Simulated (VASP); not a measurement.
# SrO (I4/mmm) in VASP: a series of runs, part 2 of 2

VASP 6.6.1. Earlier steps stand in the parts before.

### Step 6. Single point, PBEsol

This run uses another cell than the first one, of the same volume but with other edges.

The input, INCAR:

```
SYSTEM = SrO
PREC = Accurate
ENCUT = 520
EDIFF = 1E-7
ISMEAR = 0
SIGMA = 0.05
LREAL = .False.
LASPH = .True.
NELM = 100
ALGO = Normal
ISIF = 2
LWAVE = .False.
LCHARG = .False.
GGA = PS
NBANDS = 15
```

The input, KPOINTS:

```
Automatic mesh
0
Gamma
  8 8 8
  0 0 0
```

The input, POSCAR:

```
SrO
1.0
    0.0000000000      2.6422265306      2.4308484082
    2.6422265306      0.0000000000      2.4308484082
    2.6422265306      2.6422265306      0.0000000000
Sr O
1 1
Direct
    0.0000000000      0.0000000000      0.0000000000
    0.5000000000      0.5000000000      0.5000000000
```

Potentials or basis: VASP PAW PBE potentials, release 64 (Sr_sv, O).

Run with:

```bash
cat potpaw_PBE.64/Sr_sv/POTCAR potpaw_PBE.64/O/POTCAR > POTCAR
mpirun -np 1 vasp_std > vasp.out
```

OUTCAR:

```text
SYSTEM = SrO
   PREC = Accurate
   ENCUT = 520
   EDIFF = 1E-7
   ISMEAR = 0
   LREAL = .False.
   LASPH = .True.
   NELM = 100
   ISIF = 2
   GGA = PS

 ion  position               nearest neighbor table
   1  0.000  0.000  0.000-   2 2.43   2 2.43   2 2.64   2 2.64   2 2.64   2 2.64
   2  0.500  0.500  0.500-   1 2.43   1 2.43   1 2.64   1 2.64   1 2.64   1 2.64

  LATTYP: Found a body centered tetragonal cell.
 ALAT       =     3.7366725944
 C/A-ratio  =     1.3010764774

  Lattice vectors:

 A1 = (   0.0000000000,  -2.6422265306,  -2.4308484082)
 A2 = (   0.0000000000,   2.6422265306,  -2.4308484082)
[... 611 lines left out ...]
     13      11.8470      0.00000
     14      12.6319      0.00000
     15      16.8326      0.00000

 [... further k-points ...]
[... 5 lines left out ...]
  --------------------------------------------------------------------------------------
  -------------------------------------------------------------------------------------
  Total       -0.6754627     -0.6754627      2.1766135      0.0000000     -0.0000000      0.0000000
  in kB      -31.8848216    -31.8848216    102.7457658      0.0000000     -0.0000000      0.0000000
  external PRESSURE =      12.9920409 kB  Pullay stress =       0.0000000 kB

 VOLUME and BASIS-vectors are now :
 -----------------------------------------------------------------------------
  energy-cutoff  :      520.00
  volume of cell :       33.94
      direct lattice vectors                 reciprocal lattice vectors
     0.000000000  2.642226531  2.430848408    -0.189234342  0.189234342  0.205689503
     2.642226531  0.000000000  2.430848408     0.189234342 -0.189234342  0.205689503
     2.642226531  2.642226531  0.000000000     0.189234342  0.189234342 -0.205689503

 POSITION                                       TOTAL-FORCE (eV/Angst)
 -----------------------------------------------------------------------------------
      0.00000      0.00000      0.00000        -0.000000      0.000000     -0.000000
      2.64223      2.64223      2.43085         0.000000     -0.000000      0.000000
 -----------------------------------------------------------------------------------
    total drift:                                0.000000      0.000000      0.000000

  FREE ENERGIE OF THE ION-ELECTRON SYSTEM (eV)
  ---------------------------------------------------
  free  energy   TOTEN  =       -12.5653300326 eV

  energy  without entropy=      -12.5653300326  energy(sigma->0) =      -12.56533003
```

OSZICAR:

```text
N       E                     dE             d eps       ncg     rms          rms(c)
DAV:   1     0.655742007601E+02    0.65574E+02   -0.84865E+03  1770   0.105E+03
DAV:   2    -0.114602295047E+02   -0.77034E+02   -0.70853E+02  2446   0.218E+02
DAV:   3    -0.145324665633E+02   -0.30722E+01   -0.30572E+01  2279   0.393E+01
DAV:   4    -0.145940642658E+02   -0.61598E-01   -0.61591E-01  2227   0.541E+00
DAV:   5    -0.145956747715E+02   -0.16105E-02   -0.16105E-02  2279   0.669E-01    0.181E+01
DAV:   6    -0.127406125889E+02    0.18551E+01   -0.58231E+00  1826   0.186E+01    0.209E+01
DAV:   7    -0.125930058433E+02    0.14761E+00   -0.29347E-01  2141   0.479E+00    0.122E+01
DAV:   8    -0.125639398901E+02    0.29066E-01   -0.12512E-01  2295   0.341E+00    0.601E-01
DAV:   9    -0.125651209709E+02   -0.11811E-02   -0.58256E-03  2443   0.468E-01    0.243E-01
DAV:  10    -0.125652379141E+02   -0.11694E-03   -0.27734E-04  1973   0.165E-01    0.951E-02
DAV:  11    -0.125653208118E+02   -0.82898E-04   -0.85468E-05  1995   0.714E-02    0.254E-02
DAV:  12    -0.125653300108E+02   -0.91989E-05   -0.11162E-05  1931   0.275E-02    0.132E-02
DAV:  13    -0.125653300326E+02   -0.21800E-07   -0.62468E-07  2092   0.654E-03
   1 F= -.12565330E+02 E0= -.12565330E+02  d E =-.445475E-21
```

stdout:

```text
POSCAR found type information on POSCAR SrO
 POSCAR found :  2 types and       2 ions
 scaLAPACK will be used
 -----------------------------------------------------------------------------
|                                                                             |
|                                                                             |
|     You enforced a specific xc type in the INCAR file but a different       |
|     I HOPE YOU KNOW WHAT YOU ARE DOING!                                     |
|                                                                             |
 -----------------------------------------------------------------------------

 LDA part: xc-table for (Slater+PW92), standard interpolation
 POSCAR, INCAR and KPOINTS ok, starting setup
 FFT: planning ... GRIDC
 FFT: planning ... GRID_SOFT
 FFT: planning ... GRID
 WAVECAR not read
 entering main loop
```

Wall time 13 s (1 thread of Intel Xeon 6975P-C (Granite Rapids), shared host); peak memory 0.17 GiB.

Results:

- Free energy: -12.5653 eV
- Pressure: 1.3 GPa
- Band gap on the k mesh: 2.70 eV, indirect (least direct gap 2.98 eV)

Caveat: the PAW data sets were made with another functional, which shifts forces and pressure a little. A k mesh can miss the band edges.

### Step 7. Summary

| cell | gap on the mesh (eV) | pressure (GPa) |
| --- | --- | --- |
| a = 3.965, b = 3.965, c = 3.238 Å, angles 65.9, 65.9, 48.2°, 2 atoms | 1.33 | 22.3 |
| a = 3.560, b = 3.560, c = 3.837 Å, angles 57.4, 57.4, 65.2°, 2 atoms | 2.14 | 6.2 |
| a = 3.541, b = 3.541, c = 3.948 Å, angles 56.1, 56.1, 67.8°, 2 atoms | 1.30 | 16.1 |
| a = 3.862, b = 3.862, c = 3.330 Å, angles 64.5, 64.5, 51.1°, 2 atoms | 2.14 | 12.9 |
| a = 3.590, b = 3.590, c = 3.737 Å, angles 58.6, 58.6, 62.7°, 2 atoms | 2.70 | 1.3 |

Alike in all rows: task single point; level PBEsol; potentials or basis VASP PAW PBE potentials, release 64 (Sr_sv, O); no spin polarisation; k mesh 8 × 8 × 8; cutoff (eV) 520; smearing gaussian 0.05 eV.

Caveats: the PAW data sets were made with another functional, which shifts forces and pressure a little.

Absolute energies hang on the potentials; compare differences alone.
